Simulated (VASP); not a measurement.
# SrCl2 in VASP: further runs

The runs below take SrCl2 through single point, with HSE06.

Everything below comes from runs of VASP 6.6.1. Logs are shortened: lines on timing, memory, paths and dates and some standing lists are left out, and cuts for length are marked.

## (1) The cell of the first run

The typed cell holds 3 atoms: a = 4.875 Å, b = 4.875 Å, c = 4.916 Å, α = 59.68°, β = 59.68°, γ = 58.26°.

## (2) Single point, HSE06 (uniaxial x strain -3.4%)

File POSCAR:

```
SrCl2
1.0
    2.3729472810      1.4183888098      4.0153159317
   -2.3729472810      1.4183888098      4.0153159317
    0.0000000000     -2.8367776197      4.0153159316
Sr Cl
1 2
Direct
    0.0000000000      0.0000000000      0.0000000000
    0.2463342821      0.2463342821      0.2535697275
    0.7536657179      0.7536657179      0.7464302725
```

File INCAR.step1:

```
SYSTEM = SrCl2
PREC = Accurate
ENCUT = 520
EDIFF = 1E-5
ISMEAR = 0
SIGMA = 0.01
LREAL = .FALSE.
LASPH = .TRUE.
NELM = 100
ALGO = Normal
ISIF = 2
LWAVE = .TRUE.
GGA = PE
NBANDS = 19
```

File INCAR.step2:

```
SYSTEM = SrCl2
PREC = Accurate
ENCUT = 520
EDIFF = 1E-6
ISMEAR = 0
SIGMA = 0.01
LREAL = .FALSE.
LASPH = .TRUE.
NELM = 100
ALGO = Normal
ISIF = 2
LWAVE = .FALSE.
LCHARG = .TRUE.
GGA = PE
LHFCALC = .TRUE.
HFSCREEN = 0.2079
PRECFOCK = Normal
LELF = .TRUE.
LVHAR = .TRUE.
ISTART = 1
NBANDS = 19
```

File KPOINTS:

```
Automatic mesh
0
G
  4 4 4
  0 0 0
```

Potentials or basis: VASP PAW PBE potentials, release 64 (Sr_sv, Cl).

On the command line:

```
cat potpaw_PBE.64/Sr_sv/POTCAR potpaw_PBE.64/Cl/POTCAR > POTCAR
cp INCAR.step1 INCAR
mpirun -np 1 vasp_std > vasp.out
cp INCAR.step2 INCAR
mpirun -np 1 vasp_std > vasp.out
```

OUTCAR:

```text
SYSTEM = SrCl2
   PREC = Accurate
   ENCUT = 520
   EDIFF = 1E-6
   ISMEAR = 0
   LREAL = .FALSE.
   LASPH = .TRUE.
   NELM = 100
   ISIF = 2
   GGA = PE
   LHFCALC = .TRUE.
   HFSCREEN = 0.2079
   PRECFOCK = Normal
   ISTART = 1

 ion  position               nearest neighbor table
   1  0.000  0.000  0.000-   3 2.96   3 2.96   2 2.96   2 2.96   3 2.99   2 2.99   3 3.00   2 3.00

   2  0.246  0.246  0.254-   1 2.96   1 2.96   1 2.99   1 3.00
   3  0.754  0.754  0.746-   1 2.96   1 2.96   1 2.99   1 3.00

  LATTYP: Found a base centered monoclinic cell.
 ALAT       =     8.5103328590
 B/A-ratio  =     0.5576626250
 C/A-ratio  =     0.5776867427
 COS(beta)  =    -0.5770139916

  Lattice vectors:

 A1 = (   2.3729472810,   4.2551664295,   0.0000000001)
 A2 = (  -2.3729472810,   4.2551664295,   0.0000000001)
 A3 = (   0.0000000000,  -2.8367776197,   4.0153159316)

Analysis of symmetry for initial positions (statically):
=====================================================================
 Subroutine PRICEL returns:
 Original cell was already a primitive cell.

 Routine SETGRP: Setting up the symmetry group for a
 base centered monoclinic supercell.

 Subroutine GETGRP returns: Found  4 space group operations
 (whereof  4 operations were pure point group operations)
 out of a pool of  4 trial point group operations.

The static configuration has the point symmetry C_2h.

Analysis of symmetry for dynamics (positions and initial velocities):
=====================================================================
 Subroutine PRICEL returns:
 Original cell was already a primitive cell.

 Routine SETGRP: Setting up the symmetry group for a
 base centered monoclinic supercell.

 Subroutine GETGRP returns: Found  4 space group operations
 (whereof  4 operations were pure point group operations)
 out of a pool of  4 trial point group operations.

The dynamic configuration has the point symmetry C_2h.

 Subroutine INISYM returns: Found  4 space group operations
 (whereof  4 operations are pure point group operations),
 and found     1 'primitive' translations

----------------------------------------------------------------------------------------

                                     Primitive cell

  volume of cell :      81.0876

  direct lattice vectors                    reciprocal lattice vectors
     2.372947281  1.418388810  4.015315932     0.210708432  0.117504217  0.083015469
    -2.372947281  1.418388810  4.015315932    -0.210708432  0.117504217  0.083015469
     0.000000000 -2.836777620  4.015315932     0.000000000 -0.235008434  0.083015469

  length of vectors
     4.874983861  4.874983861  4.916306469     0.255140848  0.255140848  0.249239909

  position of ions in fractional coordinates (direct lattice)
     0.000000000  0.000000000  0.000000000
     0.246334282  0.246334282  0.253569728
     0.753665718  0.753665718  0.746430272

  ion indices of the primitive-cell ions
   primitive index   ion index
                 1           1
                 2           2
                 3           3

----------------------------------------------------------------------------------------

 KPOINTS: Automatic mesh

Automatic generation of k-mesh.
 Grid dimensions read from file:
 generate k-points for:    4    4    4

 Generating k-lattice:

  Cartesian coordinates                     Fractional coordinates (reciprocal lattice)
     0.052677108  0.029376054  0.020753867     0.250000000  0.000000000  0.000000000
    -0.052677108  0.029376054  0.020753867     0.000000000  0.250000000  0.000000000
     0.000000000 -0.058752109  0.020753867     0.000000000  0.000000000  0.250000000

  Length of vectors
     0.063785212  0.063785212  0.062309977

  Shift w.r.t. Gamma in fractional coordinates (k-lattice)
     0.000000000  0.000000000  0.000000000

 Subroutine IBZKPT returns following result:
 ===========================================

 Found     24 irreducible k-points:

 Following reciprocal coordinates:
            Coordinates               Weight
  0.000000  0.000000  0.000000      1.000000
  0.250000  0.000000  0.000000      4.000000
  0.500000  0.000000  0.000000      2.000000
  0.250000  0.250000  0.000000      2.000000
  0.500000  0.250000  0.000000      4.000000
 -0.250000  0.250000  0.000000      2.000000
[... 16 lines left out ...]
 -0.250000  0.250000  0.500000      2.000000
  0.500000  0.500000  0.500000      1.000000
   k-points           NKPTS =     24   k-points in BZ     NKDIM =     64   number of bands    NBANDS=     19
   number of dos      NEDOS =    301   number of ions     NIONS =      3
   total plane-waves  NPLWV =  51840
   dimension x,y,z NGX =    36 NGY =   36 NGZ =   40
   dimension x,y,z NGXF=    72 NGYF=   72 NGZF=   80
   ions per type =               1   2
   NGX,Y,Z   is equivalent  to a cutoff of  12.28, 12.28, 13.53 a.u.
   NGXF,Y,Z  is equivalent  to a cutoff of  24.55, 24.55, 27.05 a.u.
 SYSTEM =  SrCl2
   PREC   = accura    normal or accurate (medium, high low for compatibility)
   ISTART =      1    job   : 0-new  1-cont  2-samecut
   ICHARG =      0    charge: 1-file 2-atom 10-const
   ISPIN  =      1    spin polarized calculation?
   LNONCOLLINEAR =      F non collinear calculations
   LSORBIT =      F    spin-orbit coupling
   LASPH  =      T    aspherical Exc in radial PAW
   ENCUT  =  520.0 eV  38.22 Ry    6.18 a.u.   9.06  9.06  9.14*2*pi/ulx,y,z
   NELM   =    100;   NELMIN=  2; NELMDL=  0     # of ELM steps
   EDIFF  = 0.1E-05   stopping-criterion for ELM
   LREAL  =      F    real-space projection
   EDIFFG = 0.1E-04   stopping-criterion for IOM
   NSW    =      0    number of steps for IOM
   IBRION =     -1    ionic relax: 0-MD 1-quasi-New 2-CG
   NFREE  =      0    steps in history (QN), initial steepest desc. (CG)
   ISIF   =      2    stress and relaxation
   ISYM   =      3    0-nonsym 1-usesym 2-fastsym
   POTIM  = 0.5000    time-step for ionic-motion
   TEBEG  =    0.0;   TEEND  =   0.0 temperature during run
   PSTRESS=    0.0 pullay stress
   NELECT =      24.0000    total number of electrons
   NUPDOWN=      -1.0000    fix difference up-down
   EMIN   =  10.00;   EMAX   =-10.00  energy-range for DOS
   EFERMI =   0.00;   METHOD = LEGACY
   ISMEAR =     0;   SIGMA  =   0.01  broadening in eV -4-tet -1-fermi 0-gaus
   EFERMI_NEDOS =   21; number of points for ismear=-14 and -15
   IALGO  =     38    algorithm
   IMIX   =      1    mixing-type and parameters
     AMIX     =   0.40;   BMIX     =  1.00
     AMIX_MAG =   1.60;   BMIX_MAG =  1.00
  volume/ion in A,a.u.               =      27.03       182.40
  Fermi-wavevector in a.u.,A,eV,Ry     =   1.091006  2.061702 16.194933  1.190294
  Thomas-Fermi vector in A             =   2.227242
   LORBIT       =      0    0 simple, 1 ext, 2 COOP (PROOUT), +10 PAW based schemes
   GGA     = PE    functional components
   LHFCALC =     T    Hartree Fock is set to
   PRECFOCK=normal    Normal, Fast or Accurate (Low or Medium for compatibility)
   ENCUT4O =  -1.0   cutoff for four orbital integrals eV
   NKREDX  =     1    reduce k-point grid by
   NKREDY  =     1    reduce k-point grid by
   NKREDZ  =     1    reduce k-point grid by
   AEXX    =    0.2500 exact exchange contribution
   HFSCREEN=    0.2079 screening length (either q_TF or 0.3 A-1)
   HFSCREENC=   0.2079 screening length for correlation (either q_TF or 0.3 A-1)
   ENCUTFOCK=  -1.0 apply spherical cutoff to Coloumb kernel
   IVDW    =     0    specifies the selected vdW correction
   LEPSILON=     F    determine dielectric tensor
   LRPA    =     F    only Hartree local field effects (RPA)
 non-spin polarized calculation
 Gauss-broadening in eV      SIGMA  =   0.01
  energy-cutoff  :      520.00
  volume of cell :       81.09
 maximum number of plane-waves:      2211
  NGX = 28; NGY = 28; NGZ = 28

 number of electron      24.0000000 magnetization

 Free energy of the ion-electron system (eV)
  ---------------------------------------------------
  ext. energy  EPLUGINS =         0.00000000
  ---------------------------------------------------
  free energy    TOTEN  =       -14.76855176 eV

  energy without entropy =      -14.76855176  energy(sigma->0) =      -14.76855176

 E-fermi :  -0.3714     XC(G=0):  -7.0647

 val. band max:       -0.4223470186   @ k =   0.5000   0.0000   0.5000
 cond. band min:       6.3237388117   @ k =   0.0000   0.0000   0.0000
 fundamental gap:      6.7460858303
 Fermi energy:        -0.3713981390

 k-point     1 :       0.0000    0.0000    0.0000
  band No.  band energies     occupation
      1     -35.2705      2.00000
      2     -16.0123      2.00000
      3     -16.0122      2.00000
      4     -16.0119      2.00000
      5     -15.1723      2.00000
      6     -14.1380      2.00000
[... 11 lines left out ...]
     18      10.2502      0.00000
     19      10.8217      0.00000

 k-point     2 :       0.2500    0.0000    0.0000
  band No.  band energies     occupation
      1     -35.2678      2.00000
      2     -16.3499      2.00000
      3     -16.0239      2.00000
      4     -16.0224      2.00000
      5     -14.7262      2.00000
      6     -14.2367      2.00000
[... 11 lines left out ...]
     18       9.9729      0.00000
     19      11.0367      0.00000

 k-point     3 :       0.5000    0.0000    0.0000
  band No.  band energies     occupation
      1     -35.2651      2.00000
      2     -16.5348      2.00000
      3     -16.0352      2.00000
      4     -16.0327      2.00000
      5     -14.7102      2.00000
      6     -14.0377      2.00000
[... 11 lines left out ...]
     18      10.0864      0.00000
     19      10.2513      0.00000

 k-point     4 :       0.2500    0.2500    0.0000
  band No.  band energies     occupation
      1     -35.2673      2.00000
      2     -16.4253      2.00000
      3     -16.0378      2.00000
      4     -16.0360      2.00000
      5     -14.5280      2.00000
      6     -14.3183      2.00000
[... 407 lines left out ...]
     18      10.2078      0.00000
     19      11.0366      0.00000

 k-point    23 :      -0.2500    0.2500    0.5000
  band No.  band energies     occupation
      1     -35.2637      2.00000
      2     -16.4127      2.00000
      3     -16.3653      2.00000
      4     -16.0593      2.00000
      5     -14.2820      2.00000
      6     -14.1998      2.00000
[... 11 lines left out ...]
     18      10.9149      0.00000
     19      11.9383      0.00000

 k-point    24 :       0.5000    0.5000    0.5000
  band No.  band energies     occupation
      1     -35.2659      2.00000
      2     -16.5306      2.00000
      3     -16.0323      2.00000
      4     -16.0301      2.00000
      5     -14.6783      2.00000
      6     -14.0710      2.00000
[... 11 lines left out ...]
     18      10.0264      0.00000
     19      10.0915      0.00000

------------------------ aborting loop because EDIFF is reached ----------------------------------------

  FORCE on cell =-STRESS in cart. coord.  units (eV):
  Direction    XX          YY          ZZ          XY          YZ          ZX
  --------------------------------------------------------------------------------------
  -------------------------------------------------------------------------------------
  Total        1.6012286      1.0532638      1.1426212      0.0000000     -0.1398745      0.0000000
  in kB       31.6380386     20.8110208     22.5765974      0.0000000     -2.7637243      0.0000000
  external PRESSURE =      25.0085523 kB  Pullay stress =       0.0000000 kB

 VOLUME and BASIS-vectors are now :
 -----------------------------------------------------------------------------
  energy-cutoff  :      520.00
  volume of cell :       81.09
      direct lattice vectors                 reciprocal lattice vectors
     2.372947281  1.418388810  4.015315932     0.210708432  0.117504217  0.083015469
    -2.372947281  1.418388810  4.015315932    -0.210708432  0.117504217  0.083015469
     0.000000000 -2.836777620  4.015315932     0.000000000 -0.235008434  0.083015469

 POSITION                                       TOTAL-FORCE (eV/Angst)
 -----------------------------------------------------------------------------------
      0.00000      0.00000      0.00000         0.000000      0.000000      0.000000
      0.00000     -0.02053      2.99638         0.000000      0.003558      0.002601
      0.00000      0.02053      9.04957         0.000000     -0.003558     -0.002601
 -----------------------------------------------------------------------------------
    total drift:                                0.000000     -0.000000     -0.000000

  FREE ENERGIE OF THE ION-ELECTRON SYSTEM (eV)
  ---------------------------------------------------
  free  energy   TOTEN  =       -14.7685517556 eV

  energy  without entropy=      -14.7685517556  energy(sigma->0) =      -14.76855176
```

It took 29 min on 1 thread of AMD EPYC 9R45 (Zen 5), shared host; peak memory 0.33 GiB.

What came out:

| Property | Result |
| --- | --- |
| Free energy | -14.7686 eV |
| Pressure | 2.5 GPa |
| Largest force | 0.004 eV/Å |
| Band gap on the k mesh | 6.75 eV (least direct gap 6.75 eV) |

Forces on the atoms (eV/Å):
```
Sr   0.000  0.000  0.000
Cl   0.000  0.004  0.003
Cl   0.000 -0.004 -0.003
```

Caveat: the cell differs from its parent crystal (uniaxial x strain -3.4%); the PAW data sets were made with another functional, which shifts forces and pressure a little. A k mesh can miss the band edges.

## (3) Single point, HSE06 (biaxial xy strain +1.7%)

File POSCAR:

```
SrCl2
1.0
    2.4994684374      1.4430687751      4.0153159317
   -2.4994684374      1.4430687751      4.0153159317
    0.0000000000     -2.8861375504      4.0153159316
Sr Cl
1 2
Direct
    0.0000000000      0.0000000000      0.0000000000
    0.2509263709      0.2509263709      0.2509263709
    0.7490736291      0.7490736291      0.7490736291
```

File INCAR.step1:

```
  ALGO = Normal
  EDIFF = 1E-5
  ENCUT = 520
  GGA = PE
  ISIF = 2
  ISMEAR = 0
  LASPH = T
  LREAL = F
  LWAVE = T
  NBANDS = 19
  NELM = 100
  PREC = Accurate
  SIGMA = 0.01
```

File INCAR.step2:

```
  ALGO = Normal
  EDIFF = 1E-7
  ENCUT = 520
  GGA = PE
  HFSCREEN = 0.2079
  ISIF = 2
  ISMEAR = 0
  ISTART = 1
  LASPH = T
  LCHARG = T
  LELF = T
  LHFCALC = T
  LREAL = F
  LVHAR = T
  LWAVE = F
  NBANDS = 19
  NELM = 100
  PREC = Accurate
  PRECFOCK = Normal
  SIGMA = 0.01
```

File KPOINTS:

```
k-points
0
Gamma
  4 4 4
```

Potentials or basis: VASP PAW PBE potentials, release 64 (Sr_sv, Cl).

On the command line:

```
cat potpaw_PBE.64/Sr_sv/POTCAR potpaw_PBE.64/Cl/POTCAR > POTCAR
cp INCAR.step1 INCAR
mpirun -np 1 vasp_std > vasp.out
cp INCAR.step2 INCAR
mpirun -np 1 vasp_std > vasp.out
```

It took 19 min on 1 thread of AMD EPYC 9R45 (Zen 5), shared host; peak memory 0.33 GiB.

The run converged. Its results:

```
Free energy            : -14.8123 eV
Pressure               : -0.3 GPa
Largest force          : 0.004 eV/Å
Band gap on the k mesh : 6.52 eV (least direct gap 6.82 eV)
```

Forces on the atoms (eV/Å):
```
Sr   0.000  0.000  0.000
Cl   0.000  0.000 -0.004
Cl   0.000  0.000  0.004
```

Stress tensor (GPa, compression positive):
```
-0.38  0.00  0.00
 0.00 -0.38  0.00
 0.00  0.00 -0.09
```

Levels at points of the mesh, in eV from the valence-band top:
| k point | band 10 | band 11 | band 12 | band 13 | band 14 | band 15 |
| --- | --- | --- | --- | --- | --- | --- |
| (0.00, 0.00, 0.00) | -0.37 | -0.35 | -0.35 | 6.52 | 7.53 | 7.53 |
| (0.50, 0.00, 0.00) | -1.36 | -1.13 | -1.08 | 8.11 | 8.21 | 8.98 |
| (0.50, 0.50, 0.00) | -0.42 | -0.38 | 0.00 | 6.82 | 8.48 | 9.14 |
| (0.50, 0.50, 0.50) | -1.37 | -1.09 | -1.09 | 8.20 | 8.20 | 9.05 |

Caveat: the cell differs from its parent crystal (biaxial xy strain +1.7%); the PAW data sets were made with another functional, which shifts forces and pressure a little.
